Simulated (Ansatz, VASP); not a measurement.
# Two plane-wave programs on Al

```
CELL_PARAMETERS angstrom
0.00000 2.00708 2.16825
2.00708 0.00000 2.16825
2.00708 2.00708 0.00000
ATOMIC_POSITIONS crystal
Al 0.00000 0.00000 0.00000
```

Alike in both runs: task single point; functional PBE; dispersion D3(BJ); k mesh 22 × 22 × 22; occupations gaussian, width 0.15 eV; no spin polarisation.

```csv
,VASP,Ansatz
version,VASP 6.6.1,Ansatz 0.2.0
potentials or method,"VASP PAW PBE potentials, release 64 (Al), cutoff 520 eV","scalar-relativistic, plane waves, PAW"
valence electrons in the cell,3,3
```

```csv
,VASP,Ansatz,Ansatz less VASP
gap on the k mesh at the Fermi level (eV),none,none,-
pressure (GPa),-6.6,-6.6,+0.01
"traceless stress, the component that is largest in VASP (GPa)",-2.24,-2.25,-0.009
```

A gap of «none» marks a metal or a gap that the smearing closes.
